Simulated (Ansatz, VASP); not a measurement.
**HRh8 in VASP and in Ansatz**

The input INCAR:

```
  PREC = Accurate
  ENCUT = 520
  EDIFF = 1E-6
  ISMEAR = 0
  SIGMA = 0.1
  LREAL = F
  LASPH = T
  NELM = 80
  ALGO = Normal
  ISIF = 2
  LWAVE = F
  LCHARG = T
  LDIPOL = T
  IDIPOL = 3
  DIPOL = 0.5 0.5 0.305
  GGA = PE
  IVDW = 12
  LELF = T
  LVHAR = T
  LVACPOTAV = T
  NBANDS = 70
```

KPOINTS

```
regular mesh
0
Gamma
  5 7 1
```

File POSCAR:

```
HRh8
1.0
    5.3650160441      0.0000000000      0.0000000000
    0.0000000000      3.7936392259      0.0000000000
    0.0000000000      0.0000000000     21.2400770646
Rh H
8 1
Direct
    0.2500000000      0.5000000000      0.1883232338
    0.7500000000      0.5000000000      0.1883232338
    0.0000000000      0.0000000000      0.2514705570
    0.5000000000      0.0000000000      0.2514705570
    0.2500000000      0.5000000000      0.3153506346
    0.7500000000      0.5000000000      0.3153506346
    0.0000000000      0.0000000000      0.3738252475
    0.5000000000      0.0000000000      0.3738252475
    0.2500000000      0.3750000000      0.4915272686
```

Input for Ansatz:

```yaml
crystal:
  lattice:
    - [5.3650160441, 0.0, 0.0]
    - [0.0, 3.7936392259, 0.0]
    - [0.0, 0.0, 21.2400770646]
  atoms:
    - { symbol: Rh, position: [0.25, 0.5, 0.1883232338] }
    - { symbol: Rh, position: [0.75, 0.5, 0.1883232338] }
    - { symbol: Rh, position: [0.0, 0.0, 0.251470557] }
    - { symbol: Rh, position: [0.5, 0.0, 0.251470557] }
    - { symbol: Rh, position: [0.25, 0.5, 0.3153506346] }
    - { symbol: Rh, position: [0.75, 0.5, 0.3153506346] }
    - { symbol: Rh, position: [0.0, 0.0, 0.3738252475] }
    - { symbol: Rh, position: [0.5, 0.0, 0.3738252475] }
    - { symbol: H, position: [0.25, 0.375, 0.4915272686] }
basis:
  ecutwfc: 420
kpoints:
  mp_grid: { grid: [5, 7, 1] }
hamiltonian:
  xc: pbe
  pseudopotentials: { kind: paw, azcp: { folder: soft_1 } }
  dispersion: d3bj
scf:
  occupations: { method: gaussian, width: 0.1 }
output:
  forces: true
  eigenvalues: true
efield:
  axis: 3
  dipole_correction: true
  ramp_width: 0.04
```

Alike in both runs: task single point; functional PBE; dispersion D3(BJ); k mesh 5 × 7 × 1; occupations gaussian, width 0.1 eV; no spin polarisation.

```csv
,VASP,Ansatz
version,VASP 6.6.1,Ansatz 0.2.0
potentials or method,"VASP PAW PBE potentials, release 64 (Rh_pv, H), cutoff 520 eV","scalar-relativistic, plane waves, PAW"
valence electrons in the cell,121,137
```

```csv
,VASP,Ansatz,Ansatz less VASP
gap on the k mesh at the Fermi level (eV),none,none,-
rms of the force components (eV/Å),0.380,0.379,-0.0012
"work function, face that differs most (eV)",4.51,4.52,+0.002
```

Atom by atom the forces differ by 0.002 eV/Å (rms over components). A gap of «none» marks a metal or a gap that the smearing closes. VASP's potentials hold 121 valence electrons a cell and Ansatz's 137, so a difference there can come from the potentials and not from the codes.
